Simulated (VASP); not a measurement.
# Si (P-1) in VASP: relaxation of cell and atoms with r2SCAN

Aim: the relaxation of cell and atoms of Si with r2SCAN.

All numbers are computed with VASP 6.6.1; they aren't measurements. Logs are shortened: lines on timing, memory, paths and dates and some standing lists are left out, and cuts for length are marked.

## 1. The cell of the first run

The typed cell holds 2 atoms: a = 3.850 Å, b = 3.850 Å, c = 3.850 Å, α = 60.00°, β = 60.00°, γ = 60.00°.

## 2. Relaxation of cell and atoms, r2SCAN

Input file POSCAR:

```
Si
1.0
    0.0000000000      2.7221053415      2.7221053415
    2.7221053415      0.0000000000      2.7221053415
    2.7221053415      2.7221053415      0.0000000000
Si
2
Direct
    0.5017133285      0.4854384084      0.5035848285
    0.7482866715      0.7645615916      0.7464151715
```

Input file INCAR.step1:

```
PREC     = Accurate       # precision mode
ENCUT    = 600            # plane-wave cutoff, eV
ISMEAR   = 0              # smearing method
SIGMA    = 0.05           # smearing width, eV
LREAL    = F              # projectors in reciprocal space
LASPH    = T              # aspherical terms in the spheres
NELM     = 100            # most SCF steps
GGA      = PE             # functional
ALGO     = Normal         # electronic algorithm
EDIFF    = 1E-4           # SCF threshold, eV
LWAVE    = T              # write WAVECAR
LCHARG   = F              # write CHGCAR
```

Input file INCAR.step2:

```
PREC     = Accurate       # precision mode
ENCUT    = 600            # plane-wave cutoff, eV
EDIFF    = 1E-7           # SCF threshold, eV
ISMEAR   = 0              # smearing method
SIGMA    = 0.05           # smearing width, eV
LREAL    = F              # projectors in reciprocal space
LASPH    = T              # aspherical terms in the spheres
NELM     = 100            # most SCF steps
ALGO     = Normal         # electronic algorithm
ISIF     = 3              # what is computed and relaxed
LWAVE    = F              # write WAVECAR
LCHARG   = F              # write CHGCAR
METAGGA  = R2SCAN         # meta-GGA
LMIXTAU  = T            
IBRION   = 2              # ionic algorithm
NSW      = 100            # ionic steps
EDIFFG   = -0.01          # ionic threshold
ISTART   = 1
```

Input file KPOINTS:

```
Automatic mesh
0
Gamma
  8 8 8
```

Potentials or basis: VASP PAW PBE potentials, release 64 (Si).

Launch:

```bash
$ cat potpaw_PBE.64/Si/POTCAR > POTCAR
$ cp INCAR.step1 INCAR
$ mpirun -np 1 vasp_std > vasp.out
$ cp INCAR.step2 INCAR
$ mpirun -np 1 vasp_std > vasp.out
```

OUTCAR:

```text
PREC = Accurate
   ENCUT = 600
   EDIFF = 1E-7
   ISMEAR = 0
   LREAL = F
   LASPH = T
   NELM = 100
   ISIF = 3
   METAGGA = R2SCAN
   IBRION = 2
   NSW = 100
   EDIFFG = -0.01
   ISTART = 1

 ion  position               nearest neighbor table
   1  0.502  0.485  0.504-   2 2.27   2 2.37   2 2.38   2 2.42
   2  0.748  0.765  0.746-   1 2.27   1 2.37   1 2.38   1 2.42

  LATTYP: Found a face centered cubic cell.
 ALAT       =     5.4442106830

  Lattice vectors:

 A1 = (   0.0000000000,   2.7221053415,   2.7221053415)
 A2 = (   2.7221053415,   0.0000000000,   2.7221053415)
 A3 = (   2.7221053415,   2.7221053415,   0.0000000000)

Analysis of symmetry for initial positions (statically):
=====================================================================
 Subroutine PRICEL returns:
 Original cell was already a primitive cell.

 Routine SETGRP: Setting up the symmetry group for a
 face centered cubic supercell.

 Subroutine GETGRP returns: Found  2 space group operations
 (whereof  1 operations were pure point group operations)
 out of a pool of 48 trial point group operations.

The static configuration has the point symmetry C_1 .
 The point group associated with its full space group is S_2 .

Analysis of symmetry for dynamics (positions and initial velocities):
=====================================================================
 Subroutine PRICEL returns:
 Original cell was already a primitive cell.

 Routine SETGRP: Setting up the symmetry group for a
 face centered cubic supercell.

 Subroutine GETGRP returns: Found  2 space group operations
 (whereof  1 operations were pure point group operations)
 out of a pool of 48 trial point group operations.

The dynamic configuration has the point symmetry C_1 .
 The point group associated with its full space group is S_2 .

 Subroutine INISYM returns: Found  2 space group operations
 (whereof  1 operations are pure point group operations),
 and found     1 'primitive' translations

----------------------------------------------------------------------------------------

                                     Primitive cell

  volume of cell :      40.3408

  direct lattice vectors                    reciprocal lattice vectors
     0.000000000  2.722105341  2.722105341    -0.183681356  0.183681356  0.183681356
     2.722105341  0.000000000  2.722105341     0.183681356 -0.183681356  0.183681356
     2.722105341  2.722105341  0.000000000     0.183681356  0.183681356 -0.183681356

  length of vectors
     3.849638292  3.849638292  3.849638292     0.318145441  0.318145441  0.318145441

  position of ions in fractional coordinates (direct lattice)
     0.501713329  0.485438408  0.503584829
     0.748286671  0.764561592  0.746415171

  ion indices of the primitive-cell ions
   primitive index   ion index
                 1           1
                 2           2

----------------------------------------------------------------------------------------

 KPOINTS: Automatic mesh

Automatic generation of k-mesh.
 Grid dimensions read from file:
 generate k-points for:    8    8    8

 Generating k-lattice:

  Cartesian coordinates                     Fractional coordinates (reciprocal lattice)
    -0.022960169  0.022960169  0.022960169     0.125000000  0.000000000  0.000000000
     0.022960169 -0.022960169  0.022960169     0.000000000  0.125000000  0.000000000
     0.022960169  0.022960169 -0.022960169     0.000000000  0.000000000  0.125000000

  Length of vectors
     0.039768180  0.039768180  0.039768180

  Shift w.r.t. Gamma in fractional coordinates (k-lattice)
     0.000000000  0.000000000  0.000000000

 Subroutine IBZKPT returns following result:
 ===========================================

 Found    260 irreducible k-points:

 Following reciprocal coordinates:
            Coordinates               Weight
  0.000000  0.000000  0.000000      1.000000
  0.125000  0.000000  0.000000      2.000000
  0.000000  0.125000  0.000000      2.000000
  0.000000  0.000000  0.125000      2.000000
  0.125000  0.125000  0.125000      2.000000
  0.250000  0.000000  0.000000      2.000000
[... 16 lines left out ...]
  0.125000  0.000000  0.250000      2.000000
  0.125000  0.125000 -0.125000      2.000000
 [... further k-points ...]
   k-points           NKPTS =    260   k-points in BZ     NKDIM =    260   number of bands    NBANDS=      8
   number of dos      NEDOS =    301   number of ions     NIONS =      2
   total plane-waves  NPLWV =  32768
   dimension x,y,z NGX =    32 NGY =   32 NGZ =   32
   dimension x,y,z NGXF=    64 NGYF=   64 NGZF=   64
   ions per type =               2
   NGX,Y,Z   is equivalent  to a cutoff of  13.82, 13.82, 13.82 a.u.
   NGXF,Y,Z  is equivalent  to a cutoff of  27.64, 27.64, 27.64 a.u.
 SYSTEM =  unknown system
   PREC   = accura    normal or accurate (medium, high low for compatibility)
   ISTART =      1    job   : 0-new  1-cont  2-samecut
   ICHARG =      0    charge: 1-file 2-atom 10-const
   ISPIN  =      1    spin polarized calculation?
   LNONCOLLINEAR =      F non collinear calculations
   LSORBIT =      F    spin-orbit coupling
   LASPH  =      T    aspherical Exc in radial PAW
   ENCUT  =  600.0 eV  44.10 Ry    6.64 a.u.   7.69  7.69  7.69*2*pi/ulx,y,z
   NELM   =    100;   NELMIN=  2; NELMDL=  0     # of ELM steps
   EDIFF  = 0.1E-06   stopping-criterion for ELM
   LREAL  =      F    real-space projection
   EDIFFG = -.1E-01   stopping-criterion for IOM
   NSW    =    100    number of steps for IOM
   IBRION =      2    ionic relax: 0-MD 1-quasi-New 2-CG
   NFREE  =      1    steps in history (QN), initial steepest desc. (CG)
   ISIF   =      3    stress and relaxation
   ISYM   =      2    0-nonsym 1-usesym 2-fastsym
   POTIM  = 0.5000    time-step for ionic-motion
   TEBEG  =    0.0;   TEEND  =   0.0 temperature during run
   PSTRESS=    0.0 pullay stress
   NELECT =       8.0000    total number of electrons
   NUPDOWN=      -1.0000    fix difference up-down
   EMIN   =  10.00;   EMAX   =-10.00  energy-range for DOS
   EFERMI =   0.00;   METHOD = LEGACY
   ISMEAR =     0;   SIGMA  =   0.05  broadening in eV -4-tet -1-fermi 0-gaus
   EFERMI_NEDOS =   21; number of points for ismear=-14 and -15
   IALGO  =     38    algorithm
   IMIX   =      4    mixing-type and parameters
     AMIX     =   0.40;   BMIX     =  1.00
     AMIX_MAG =   1.60;   BMIX_MAG =  1.00
  volume/ion in A,a.u.               =      20.17       136.12
  Fermi-wavevector in a.u.,A,eV,Ry     =   0.954677  1.804078 12.400467  0.911409
  Thomas-Fermi vector in A             =   2.083446
   LORBIT       =      0    0 simple, 1 ext, 2 COOP (PROOUT), +10 PAW based schemes
   METAGGA = R2SCAN    functional components
   LHFCALC =     F    Hartree Fock is set to
   AEXX    =    0.0000 exact exchange contribution
   IVDW    =     0    specifies the selected vdW correction
   LEPSILON=     F    determine dielectric tensor
   LRPA    =     F    only Hartree local field effects (RPA)
 conjugate gradient relaxation of ions
 non-spin polarized calculation
 Gauss-broadening in eV      SIGMA  =   0.05
  energy-cutoff  :      600.00
  volume of cell :       40.34
 maximum number of plane-waves:      1365
   NGX = 15   NGY = 15   NGZ = 15

--------------------------------------- Ionic step        1  -------------------------------------------

 number of electron       8.0000000 magnetization

 Free energy of the ion-electron system (eV)
  ---------------------------------------------------
  ext. energy  EPLUGINS =         0.00000000
  ---------------------------------------------------
  free energy    TOTEN  =       -17.47811737 eV

  energy without entropy =      -17.47811736  energy(sigma->0) =      -17.47811737

------------------------ aborting loop because EDIFF is reached ----------------------------------------

  FORCE on cell =-STRESS in cart. coord.  units (eV):
  Direction    XX          YY          ZZ          XY          YZ          ZX
  --------------------------------------------------------------------------------------
  -------------------------------------------------------------------------------------
  Total        0.0271460      0.0725973      0.0055231     -0.6977124     -0.6084085      0.3628579
  in kB        1.0781319      2.8832775      0.2193575    -27.7103646    -24.1635668     14.4112754
  external PRESSURE =       1.3935889 kB  Pullay stress =       0.0000000 kB
[... 273 lines left out ...]
  energy  without entropy=      -17.5468803526  energy(sigma->0) =      -17.54688035

--------------------------------------- Ionic step        9  -------------------------------------------

 number of electron       8.0000000 magnetization

 Free energy of the ion-electron system (eV)
  ---------------------------------------------------
  ext. energy  EPLUGINS =         0.00000000
  ---------------------------------------------------
  free energy    TOTEN  =       -17.54688879 eV

  energy without entropy =      -17.54688879  energy(sigma->0) =      -17.54688879

 E-fermi :   5.8885     XC(G=0):  -9.8331

 val. band max:        5.6865693253   @ k =   0.0000   0.0000   0.0000
 cond. band min:       6.5059425864   @ k =   0.3750   0.3750   0.0000
 fundamental gap:      0.8193732611
 Fermi energy:         5.8884881562

 k-point     1 :       0.0000    0.0000    0.0000
  band No.  band energies     occupation
      1      -6.8039      2.00000
      2       5.6824      2.00000
      3       5.6831      2.00000
      4       5.6866      2.00000
      5       8.4357      0.00000
      6       8.4407      0.00000
      7       8.4427      0.00000
      8       9.6068      0.00000
[... 243 lines left out ...]
 k-point    24 :       0.1250    0.1250   -0.1250
  band No.  band energies     occupation
      1      -6.0268      2.00000
      2       2.3615      2.00000
      3       4.3000      2.00000
      4       4.4044      2.00000
      5       8.0596      0.00000
      6       9.7343      0.00000
      7      10.4524      0.00000
      8      10.8015      0.00000

 [... further k-points ...]

------------------------ aborting loop because EDIFF is reached ----------------------------------------

  FORCE on cell =-STRESS in cart. coord.  units (eV):
  Direction    XX          YY          ZZ          XY          YZ          ZX
  --------------------------------------------------------------------------------------
  -------------------------------------------------------------------------------------
  Total       -0.0063191     -0.0082302     -0.0052831      0.0084773      0.0080139     -0.0038526
  in kB       -0.2514868     -0.3275463     -0.2102561      0.3373805      0.3189383     -0.1533241
  external PRESSURE =      -0.2630964 kB  Pullay stress =       0.0000000 kB
[... 17 lines left out ...]
  FREE ENERGIE OF THE ION-ELECTRON SYSTEM (eV)
  ---------------------------------------------------
  free  energy   TOTEN  =       -17.5468887896 eV

  energy  without entropy=      -17.5468887895  energy(sigma->0) =      -17.54688879

 reached required accuracy - stopping structural energy minimisation
```

Run time: 13 min. Hardware: 1 thread of Intel Xeon 6975P-C (Granite Rapids), shared host; peak memory 0.24 GiB.

What came out:

```yaml
Free_energy: -17.5469 eV
Relaxed_volume: 20.13 Å³/atom
Relaxed_cell: a = 3.847 Å, b = 3.847 Å, c = 3.847 Å, α = 60.01°, β = 60.00°, γ = 60.01°
Space_group_after_relaxing_to_0.1_Å: Fd-3m (No. 227)
Energy_gained_by_relaxing: 34.4 meV/atom
Ionic_steps: 9
Pressure_after_relaxing: 0.0 GPa
Largest_force_after_relaxing: 0.009 eV/Å
Band_gap_on_the_k_mesh: 0.82 eV (least direct gap 2.75 eV)
```

Forces on the atoms (eV/Å):
```
Si  -0.005  0.005 -0.005
Si   0.005 -0.005  0.005
```

The path:
```
step  energy change (eV)  largest force (eV/Å)  pressure (GPa)  volume (Å³)
   1              0.0000                1.4770            0.14        40.34
   2             -0.0067                0.9371            0.21        40.42
   3             -0.0618                0.1617           -0.35        40.39
   4             -0.0618                0.1788           -0.35        40.39
   5             -0.0678                0.0647            0.23        40.15
   6             -0.0679                0.0848            0.33        40.11
   7             -0.0686                0.0455           -0.09        40.28
   8             -0.0688                0.0167            0.04        40.23
   9             -0.0688                0.0086           -0.03        40.26
```

Final structure:
```
Si
1.0
    -0.00028    2.72010    2.71985
     2.72022   -0.00065    2.72010
     2.71991    2.72007   -0.00025
Si
2
Direct
  0.49996 0.50008 0.49997
  0.75004 0.74992 0.75003
```

Levels at points of the mesh, in eV from the valence-band top:
| k point | band 1 | band 2 | band 3 | band 4 | band 5 | band 6 | band 7 | band 8 |
| --- | --- | --- | --- | --- | --- | --- | --- | --- |
| (0.00, 0.00, 0.00) | -12.49 | 0.00 | 0.00 | 0.00 | 2.75 | 2.75 | 2.76 | 3.92 |
| (0.50, 0.00, 0.00) | -10.05 | -7.25 | -1.27 | -1.27 | 1.86 | 3.58 | 3.59 | 8.33 |
| (0.00, 0.50, 0.00) | -10.05 | -7.24 | -1.27 | -1.27 | 1.86 | 3.59 | 3.59 | 8.33 |
| (0.00, 0.00, 0.50) | -10.05 | -7.25 | -1.27 | -1.27 | 1.86 | 3.58 | 3.59 | 8.33 |
| (0.50, 0.50, 0.50) | -10.05 | -7.24 | -1.27 | -1.27 | 1.86 | 3.58 | 3.59 | 8.33 |
| (0.50, 0.50, 0.00) | -8.14 | -8.14 | -3.00 | -3.00 | 0.93 | 0.93 | 10.83 | 10.83 |
| (0.00, 0.50, 0.50) | -8.14 | -8.14 | -3.00 | -3.00 | 0.93 | 0.93 | 10.83 | 10.83 |
| (0.50, 0.00, 0.50) | -8.14 | -8.14 | -3.00 | -3.00 | 0.93 | 0.93 | 10.83 | 10.83 |

Caveat: the PAW data sets were made with another functional, which shifts forces and pressure a little.
